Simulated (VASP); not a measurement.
Input of a VASP 6.6.1 run:

INCAR

```
  PREC = Accurate
  ENCUT = 520
  EDIFF = 1E-6
  ISMEAR = -1
  SIGMA = 0.06122561905347299
  LREAL = False
  LASPH = True
  NELM = 100
  ALGO = Normal
  ISIF = 2
  LWAVE = False
  LCHARG = False
  GGA = PE
  NBANDS = 13
```

The input KPOINTS:

```
regular mesh
0
Gamma
  11 11 11
```

POSCAR

```
S
1.0
    0.0000000000      2.8570912102      2.8570912102
    2.8570912102      0.0000000000      2.8570912102
    2.8570912102      2.8570912102      0.0000000000
S
2
Direct
    0.0000000000      0.0000000000      0.0000000000
    0.2500000000      0.2500000000      0.2500000000
```

Potentials or basis: VASP PAW PBE potentials, release 64 (S).

Command:

```bash
$ cat potpaw_PBE.64/S/POTCAR > POTCAR
$ mpirun -np 1 vasp_std > vasp.out
```

(1) Estimate the pressure.

(2) Predict the band gap on the k mesh.

Results:

(1) 1.8 GPa.

(2) zero (bands 6 and 7 overlap by 1.25 eV).
